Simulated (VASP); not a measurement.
# Ir (Fm-3m) in VASP: a series of runs

Ir is run at these levels: PBEsol; tasks: single point, relaxation of cell and atoms.

Everything below comes from runs of VASP 6.6.1. Logs are shortened: lines on timing, memory, paths and dates and some standing lists are left out, and cuts for length are marked.

### Step 1. The cell of the first run

It takes space group Fm-3m (No. 225, cubic). Conventional cell: a = 3.833 Å, b = 3.833 Å, c = 3.833 Å, α = 90.00°, β = 90.00°, γ = 90.00°. Within 3.6 Å of Ir (site symmetry m-3m) lie 12 Ir at 2.71 Å.

### Step 2. Single point, PBEsol

The input, INCAR:

```
PREC     = Accurate       # precision mode
ENCUT    = 500            # plane-wave cutoff, eV
EDIFF    = 1E-6           # SCF threshold, eV
ISMEAR   = -1             # smearing method
SIGMA    = 0.1            # smearing width, eV
LREAL    = False          # projectors in reciprocal space
LASPH    = True           # aspherical terms in the spheres
NELM     = 120            # most SCF steps
ALGO     = Normal         # electronic algorithm
ISIF     = 2              # what is computed and relaxed
LWAVE    = False          # write WAVECAR
LCHARG   = False          # write CHGCAR
GGA      = PS             # functional
NBANDS   = 10             # bands
GGA_COMPAT= False
```

The input, KPOINTS:

```
regular mesh
0
Gamma
  11 11 11
```

The input, POSCAR:

```
Ir
1.0
    0.0000000000      1.9164019477      1.9164019477
    1.9164019477      0.0000000000      1.9164019477
    1.9164019477      1.9164019477      0.0000000000
Ir
1
Direct
    0.0000000000      0.0000000000      0.0000000000
```

Potentials or basis: VASP PAW PBE potentials, release 64 (Ir).

Started as:

```bash
> cat potpaw_PBE.64/Ir/POTCAR > POTCAR
> mpirun -np 1 vasp_std > vasp.out
```

OUTCAR:

```text
PREC = Accurate
   ENCUT = 500
   EDIFF = 1E-6
   ISMEAR = -1
   LREAL = False
   LASPH = True
   NELM = 120
   ISIF = 2
   GGA = PS

 ion  position               nearest neighbor table
   1  0.000  0.000  0.000-

  LATTYP: Found a face centered cubic cell.
 ALAT       =     3.8328038954

  Lattice vectors:

 A1 = (   0.0000000000,   1.9164019477,   1.9164019477)
 A2 = (   1.9164019477,   0.0000000000,   1.9164019477)
 A3 = (   1.9164019477,   1.9164019477,   0.0000000000)

Analysis of symmetry for initial positions (statically):
=====================================================================
 Subroutine PRICEL returns:
 Original cell was already a primitive cell.

 Routine SETGRP: Setting up the symmetry group for a
 face centered cubic supercell.

 Subroutine GETGRP returns: Found 48 space group operations
 (whereof 48 operations were pure point group operations)
 out of a pool of 48 trial point group operations.

The static configuration has the point symmetry O_h .

Analysis of symmetry for dynamics (positions and initial velocities):
=====================================================================
 Subroutine PRICEL returns:
 Original cell was already a primitive cell.

 Routine SETGRP: Setting up the symmetry group for a
 face centered cubic supercell.

 Subroutine GETGRP returns: Found 48 space group operations
 (whereof 48 operations were pure point group operations)
 out of a pool of 48 trial point group operations.

The dynamic configuration has the point symmetry O_h .

 Subroutine INISYM returns: Found 48 space group operations
 (whereof 48 operations are pure point group operations),
 and found     1 'primitive' translations

----------------------------------------------------------------------------------------

                                     Primitive cell

  volume of cell :      14.0763

  direct lattice vectors                    reciprocal lattice vectors
     0.000000000  1.916401948  1.916401948    -0.260905600  0.260905600  0.260905600
     1.916401948  0.000000000  1.916401948     0.260905600 -0.260905600  0.260905600
     1.916401948  1.916401948  0.000000000     0.260905600  0.260905600 -0.260905600

  length of vectors
     2.710201625  2.710201625  2.710201625     0.451901755  0.451901755  0.451901755

  position of ions in fractional coordinates (direct lattice)
     0.000000000  0.000000000  0.000000000

  ion indices of the primitive-cell ions
   primitive index   ion index
                 1           1

----------------------------------------------------------------------------------------

 KPOINTS: regular mesh

Automatic generation of k-mesh.
 Grid dimensions read from file:
 generate k-points for:   11   11   11

 Generating k-lattice:

  Cartesian coordinates                     Fractional coordinates (reciprocal lattice)
    -0.023718691  0.023718691  0.023718691     0.090909091  0.000000000  0.000000000
     0.023718691 -0.023718691  0.023718691     0.000000000  0.090909091  0.000000000
     0.023718691  0.023718691 -0.023718691     0.000000000  0.000000000  0.090909091

  Length of vectors
     0.041081978  0.041081978  0.041081978

  Shift w.r.t. Gamma in fractional coordinates (k-lattice)
     0.000000000  0.000000000  0.000000000

 Subroutine IBZKPT returns following result:
 ===========================================

 Found     56 irreducible k-points:

 Following reciprocal coordinates:
            Coordinates               Weight
  0.000000  0.000000  0.000000      1.000000
  0.090909  0.000000  0.000000      8.000000
  0.181818  0.000000  0.000000      8.000000
  0.272727  0.000000  0.000000      8.000000
  0.363636  0.000000  0.000000      8.000000
  0.454545  0.000000  0.000000      8.000000
[... 16 lines left out ...]
 -0.272727  0.181818  0.000000     24.000000
 -0.181818  0.181818  0.000000     12.000000
 [... further k-points ...]
   k-points           NKPTS =     56   k-points in BZ     NKDIM =     56   number of bands    NBANDS=     10
   number of dos      NEDOS =    301   number of ions     NIONS =      1
   total plane-waves  NPLWV =   8000
   dimension x,y,z NGX =    20 NGY =   20 NGZ =   20
   dimension x,y,z NGXF=    40 NGYF=   40 NGZF=   40
   ions per type =               1
   NGX,Y,Z   is equivalent  to a cutoff of  12.27, 12.27, 12.27 a.u.
   NGXF,Y,Z  is equivalent  to a cutoff of  24.54, 24.54, 24.54 a.u.
 SYSTEM =  unknown system
   PREC   = accura    normal or accurate (medium, high low for compatibility)
   ISTART =      0    job   : 0-new  1-cont  2-samecut
   ICHARG =      2    charge: 1-file 2-atom 10-const
   ISPIN  =      1    spin polarized calculation?
   LNONCOLLINEAR =      F non collinear calculations
   LSORBIT =      F    spin-orbit coupling
   LASPH  =      T    aspherical Exc in radial PAW
   ENCUT  =  500.0 eV  36.75 Ry    6.06 a.u.   4.94  4.94  4.94*2*pi/ulx,y,z
   NELM   =    120;   NELMIN=  2; NELMDL= -5     # of ELM steps
   EDIFF  = 0.1E-05   stopping-criterion for ELM
   LREAL  =      F    real-space projection
   EDIFFG = 0.1E-04   stopping-criterion for IOM
   NSW    =      0    number of steps for IOM
   IBRION =     -1    ionic relax: 0-MD 1-quasi-New 2-CG
   NFREE  =      0    steps in history (QN), initial steepest desc. (CG)
   ISIF   =      2    stress and relaxation
   ISYM   =      2    0-nonsym 1-usesym 2-fastsym
   POTIM  = 0.5000    time-step for ionic-motion
   TEBEG  =    0.0;   TEEND  =   0.0 temperature during run
   PSTRESS=    0.0 pullay stress
   NELECT =       9.0000    total number of electrons
   NUPDOWN=      -1.0000    fix difference up-down
   EMIN   =  10.00;   EMAX   =-10.00  energy-range for DOS
   EFERMI =   0.00;   METHOD = LEGACY
   ISMEAR =    -1;   SIGMA  =   0.10  broadening in eV -4-tet -1-fermi 0-gaus
   EFERMI_NEDOS =   21; number of points for ismear=-14 and -15
   IALGO  =     38    algorithm
   IMIX   =      4    mixing-type and parameters
     AMIX     =   0.40;   BMIX     =  1.00
     AMIX_MAG =   1.60;   BMIX_MAG =  1.00
  volume/ion in A,a.u.               =      14.08        94.99
  Fermi-wavevector in a.u.,A,eV,Ry     =   1.410346  2.665168 27.063027  1.989076
  Thomas-Fermi vector in A             =   2.532309
   LORBIT       =      0    0 simple, 1 ext, 2 COOP (PROOUT), +10 PAW based schemes
   GGA     = PS    functional components
   LHFCALC =     F    Hartree Fock is set to
   AEXX    =    0.0000 exact exchange contribution
   IVDW    =     0    specifies the selected vdW correction
   LEPSILON=     F    determine dielectric tensor
   LRPA    =     F    only Hartree local field effects (RPA)
 non-spin polarized calculation
  energy-cutoff  :      500.00
  volume of cell :       14.08
 maximum number of plane-waves:       369
   NGX =  9   NGY =  9   NGZ =  9

 number of electron       9.0000000 magnetization

 Free energy of the ion-electron system (eV)
  ---------------------------------------------------
  ext. energy  EPLUGINS =         0.00000000
  ---------------------------------------------------
  free energy    TOTEN  =        -9.81474042 eV

  energy without entropy =       -9.77316216  energy(sigma->0) =       -9.79395129

 E-fermi :  10.2731     XC(G=0): -14.1315

 val. band max:       10.2547476745   @ k =   0.2727   0.2727   0.0000
 cond. band min:      10.2752205780   @ k =   0.3636   0.2727   0.0000
 fundamental gap:      0.0204729034
 Fermi energy:        10.2730744026

 k-point     1 :       0.0000    0.0000    0.0000
  band No.  band energies     occupation
      1      -0.9112      2.00000
      2       6.3998      2.00000
      3       6.3998      2.00000
      4       6.3998      2.00000
      5       9.1375      1.99998
      6       9.1375      1.99998
      7      24.6420      0.00000
      8      30.2466      0.00000
      9      30.2466      0.00000
     10      30.2466      0.00000

 k-point     2 :       0.0909    0.0000    0.0000
  band No.  band energies     occupation
      1      -0.5458      2.00000
      2       6.2112      2.00000
      3       6.5539      2.00000
      4       6.5539      2.00000
      5       9.0429      1.99999
      6       9.0429      1.99999
      7      25.2653      0.00000
      8      28.5871      0.00000
      9      30.8505      0.00000
     10      30.8505      0.00000

 k-point     3 :       0.1818    0.0000    0.0000
  band No.  band energies     occupation
      1       0.4357      2.00000
      2       5.8676      2.00000
      3       6.8344      2.00000
      4       6.8344      2.00000
      5       8.9951      1.99999
      6       8.9951      1.99999
      7      25.9502      0.00000
      8      26.7639      0.00000
      9      32.5104      0.00000
     10      32.5104      0.00000

 k-point     4 :       0.2727    0.0000    0.0000
  band No.  band energies     occupation
      1       1.5612      2.00000
      2       6.0069      2.00000
      3       6.8061      2.00000
      4       6.8061      2.00000
      5       9.5018      1.99911
      6       9.5018      1.99911
      7      23.4596      0.00000
      8      26.9125      0.00000
      9      34.3233      0.00000
     10      34.3241      0.00000

 k-point     5 :       0.3636    0.0000    0.0000
  band No.  band energies     occupation
      1       2.0901      2.00000
      2       6.5316      2.00000
      3       6.5316      2.00000
      4       7.3411      2.00000
      5      10.4259      0.35650
      6      10.4259      0.35650
      7      20.6292      0.00000
      8      25.2971      0.00000
      9      32.1121      0.00000
     10      32.1121      0.00000

 k-point     6 :       0.4545    0.0000    0.0000
  band No.  band energies     occupation
      1       2.1411      2.00000
      2       6.3287      2.00000
      3       6.3287      2.00000
      4       9.1484      1.99997
      5      11.1412      0.00034
      6      11.1412      0.00034
      7      18.0637      0.00000
      8      24.2939      0.00000
      9      30.3733      0.00000
     10      30.3733      0.00000
[... 183 lines left out ...]
 k-point    21 :      -0.4545    0.1818    0.0000
  band No.  band energies     occupation
      1       3.1773      2.00000
      2       5.3778      2.00000
      3       7.0795      2.00000
      4       7.3289      2.00000
      5      11.1263      0.00039
      6      14.5377      0.00000
      7      17.1250      0.00000
      8      25.6999      0.00000
      9      28.4071      0.00000
     10      28.9410      0.00000

 k-point    22 :      -0.3636    0.1818    0.0000
  band No.  band energies     occupation
      1       3.3034      2.00000
      2       5.5519      2.00000
      3       6.7604      2.00000
      4       7.2940      2.00000
      5      10.1839      1.41840
      6      13.7277      0.00000
      7      19.0200      0.00000
      8      25.6612      0.00000
      9      27.5838      0.00000
     10      31.0915      0.00000

 k-point    23 :      -0.2727    0.1818    0.0000
  band No.  band energies     occupation
      1       3.2272      2.00000
      2       5.5474      2.00000
      3       6.0591      2.00000
      4       7.4898      2.00000
      5       8.9597      2.00000
      6      12.4256      0.00000
      7      22.1064      0.00000
      8      26.3605      0.00000
      9      28.0956      0.00000
     10      33.1336      0.00000

 k-point    24 :      -0.1818    0.1818    0.0000
  band No.  band energies     occupation
      1       2.3042      2.00000
      2       5.2260      2.00000
      3       6.5766      2.00000
      4       7.8468      2.00000
      5       7.9105      2.00000
      6      11.0090      0.00127
      7      24.4935      0.00000
      8      27.6724      0.00000
      9      29.8964      0.00000
     10      30.7628      0.00000

 [... further k-points ...]
[... 5 lines left out ...]
  --------------------------------------------------------------------------------------
  -------------------------------------------------------------------------------------
  Total        0.0865797      0.0865797      0.0865797     -0.0000000     -0.0000000      0.0000000
  in kB        9.8545499      9.8545499      9.8545499     -0.0000000     -0.0000000      0.0000000
  external PRESSURE =       9.8545499 kB  Pullay stress =       0.0000000 kB

 VOLUME and BASIS-vectors are now :
 -----------------------------------------------------------------------------
  energy-cutoff  :      500.00
  volume of cell :       14.08
      direct lattice vectors                 reciprocal lattice vectors
     0.000000000  1.916401948  1.916401948    -0.260905600  0.260905600  0.260905600
     1.916401948  0.000000000  1.916401948     0.260905600 -0.260905600  0.260905600
     1.916401948  1.916401948  0.000000000     0.260905600  0.260905600 -0.260905600

 POSITION                                       TOTAL-FORCE (eV/Angst)
 -----------------------------------------------------------------------------------
      0.00000      0.00000      0.00000         0.000000     -0.000000     -0.000000
 -----------------------------------------------------------------------------------
    total drift:                                0.000000      0.000000      0.000000

  FREE ENERGIE OF THE ION-ELECTRON SYSTEM (eV)
  ---------------------------------------------------
  free  energy   TOTEN  =        -9.8147404179 eV

  energy  without entropy=       -9.7731621605  energy(sigma->0) =       -9.79395129
```

Wall time 3.7 s (1 thread of Intel Xeon 6975P-C (Granite Rapids), shared host); peak memory 0.13 GiB.

What came out:

```yaml
Free_energy: -9.8147 eV
Pressure: 1.0 GPa
```

Caveat: the PAW data sets were made with another functional, which shifts forces and pressure a little; spin-orbit coupling is left out, which moves the levels of the heavy elements.

### Step 3. Relaxation of cell and atoms, PBEsol

The input, INCAR:

```
ALGO     = Normal         # electronic algorithm
EDIFF    = 1E-7           # SCF threshold, eV
EDIFFG   = -0.01          # ionic threshold
ENCUT    = 500            # plane-wave cutoff, eV
GGA      = PS             # functional
GGA_COMPAT= False        
IBRION   = 2              # ionic algorithm
ISIF     = 3              # what is computed and relaxed
ISMEAR   = -1             # smearing method
LASPH    = True           # aspherical terms in the spheres
LCHARG   = False          # write CHGCAR
LREAL    = False          # projectors in reciprocal space
LWAVE    = False          # write WAVECAR
NELM     = 120            # most SCF steps
NELMIN   = 4            
NSW      = 80             # ionic steps
PREC     = Accurate       # precision mode
SIGMA    = 0.1            # smearing width, eV
```

The input, KPOINTS:

```
k-points
0
Gamma
  11 11 11
```

The input, POSCAR:

```
Ir
1.0
    0.0000000000      1.9156000000      1.9156000000
    1.9156000000      0.0000000000      1.9156000000
    1.9156000000      1.9156000000      0.0000000000
Ir
1
Direct
    0.0000000000      0.0000000000      0.0000000000
```

Potentials or basis: VASP PAW PBE potentials, release 64 (Ir).

Started as:

```bash
> cat potpaw_PBE.64/Ir/POTCAR > POTCAR
> mpirun -np 1 vasp_std > vasp.out
```

Run time: 7.4 s. Hardware: 1 thread of Intel Xeon 6975P-C (Granite Rapids), shared host; peak memory 0.13 GiB.

Results (log left out):

| Quantity | Value |
| --- | --- |
| Free energy | -9.8148 eV |
| Relaxed volume | 14.11 Å³/atom |
| Relaxed cell | a = 2.712 Å, b = 2.712 Å, c = 2.712 Å, α = 60.00°, β = 60.00°, γ = 60.00° |
| Space group after relaxing (to 0.05 Å) | Fm-3m (No. 225) |
| Energy gained by relaxing | 0.2 meV/atom |
| Ionic steps | 3 |
| Pressure after relaxing | 0.0 GPa |

The path:
```
step  energy change (eV)  largest force (eV/Å)  pressure (GPa)  volume (Å³)
   1              0.0000                0.0000            1.48        14.06
   2              0.0035                0.0000           -5.58        14.32
   3             -0.0002                0.0000            0.00        14.11
```

Final structure:
```
Ir
1.0
     0.00000    1.91802    1.91802
     1.91802    0.00000    1.91802
     1.91802    1.91802    0.00000
Ir
1
Cartesian
  0.0000 0.0000 0.0000
```

Levels at points of the mesh, in eV from the Fermi level:
| k point | band 2 | band 3 | band 4 | band 5 | band 6 | band 7 |
| --- | --- | --- | --- | --- | --- | --- |
| (0.00, 0.00, 0.00) | -3.86 | -3.86 | -3.86 | -1.13 | -1.13 | 14.37 |

Caveat: the PAW data sets were made with another functional, which shifts forces and pressure a little; spin-orbit coupling is left out, which moves the levels of the heavy elements.
